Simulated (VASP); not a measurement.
Input of a VASP 6.6.1 run:

INCAR

```
SYSTEM = C
  PREC = Accurate
  ENCUT = 520
  EDIFF = 1E-6
  ISMEAR = 0
  SIGMA = 0.05
  LREAL = .FALSE.
  LASPH = .TRUE.
  NELM = 100
  ALGO = Normal
  ISIF = 2
  LWAVE = .FALSE.
  LCHARG = .FALSE.
  GGA = PE
  NBANDS = 26
```

File KPOINTS:

```
regular mesh
0
G
  6 6 6
  0 0 0
```

File POSCAR:

```
C
1.0
    3.5668000000      0.0000000000      0.0000000000
    0.0000000000     -3.5668000000      0.0000000000
    0.0000000000      0.0000000000     -3.5668000000
C
8
Direct
    0.5000000000      0.0000000000      0.0504654032
    0.0000000000      0.5000000000      0.0000000000
    0.0000000000      0.0000000000      0.5000000000
    0.5000000000      0.5000000000      0.5000000000
    0.7500000000      0.7500000000      0.7500000000
    0.2500000000      0.2500000000      0.7500000000
    0.2500000000      0.7500000000      0.2500000000
    0.7500000000      0.2500000000      0.2500000000
```

Potentials or basis: VASP PAW PBE potentials, release 64 (C).

Command:

```bash
$ cat potpaw_PBE.64/C/POTCAR > POTCAR
$ mpirun -np 1 vasp_std > vasp.out
```

What does it give for the largest force?

7.777 eV/Å.

Estimate the pressure.

5.8 GPa.

Estimate the band gap on the k mesh.

3.03 eV, direct.

Stress tensor (GPa, compression positive):
```
 6.85 -2.49  0.00
-2.49  6.85  0.00
 0.00  0.00  3.63
```

Caveat: the cell differs from its parent crystal (atom 1 (C) moved -0.180 Å along Cartesian [0 0 1]); forces of over 1 eV/Å act on the atoms, so gaps and moduli don't describe the material at rest. A k mesh can miss the band edges.
